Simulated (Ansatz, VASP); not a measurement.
# KNaICl in VASP and in Ansatz

```
K Na I Cl
1.0
     4.84868    0.00000    0.00000
     0.00000    4.17212    0.00000
     0.00000    0.00000    6.81906
K Na I Cl
1 1 1 1
Direct
  0.50000 0.50000 0.50000
  0.00000 0.00000 0.00000
  0.50000 0.50000 0.00000
  0.00000 0.00000 0.50000
```

Change from the starting cell: strain +0.0750 x Voigt [1, -1, 0, 0, 0, 0], atoms carried along.

Alike in both runs: task single point; functional LDA; k mesh 6 × 6 × 4; occupations gaussian, width 0.05 eV; no spin polarisation.

|  | VASP | Ansatz |
| --- | --- | --- |
| version | VASP 6.6.1 | Ansatz 0.2.0 |
| potentials or method | VASP PAW LDA potentials, release 64 (K_sv, Na_pv, I, Cl), cutoff 520 eV | scalar-relativistic, plane waves, PAW |
| valence electrons in the cell | 30 | 42 |

VASP gave:

| Quantity | Value |
| --- | --- |
| gap on the k mesh at the Fermi level (eV) | 3.16 |
| least direct gap on the mesh (eV) | 3.18 |
| pressure (GPa) | -2.0 |
| traceless stress, the component that is largest in VASP (GPa) | -1.34 |

Problem. Which values does Ansatz return?

Solution. gap on the k mesh at the Fermi level (eV): 3.16; least direct gap on the mesh (eV): 3.18; pressure (GPa): -2.0; traceless stress, the component that is largest in VASP (GPa): -1.35.

LDA's correlation is that of Perdew and Zunger in VASP and of Perdew and Wang (1992) in Ansatz. VASP's potentials hold 30 valence electrons a cell and Ansatz's 42, so a difference there can come from the potentials and not from the codes.

Spin-orbit coupling is off throughout.
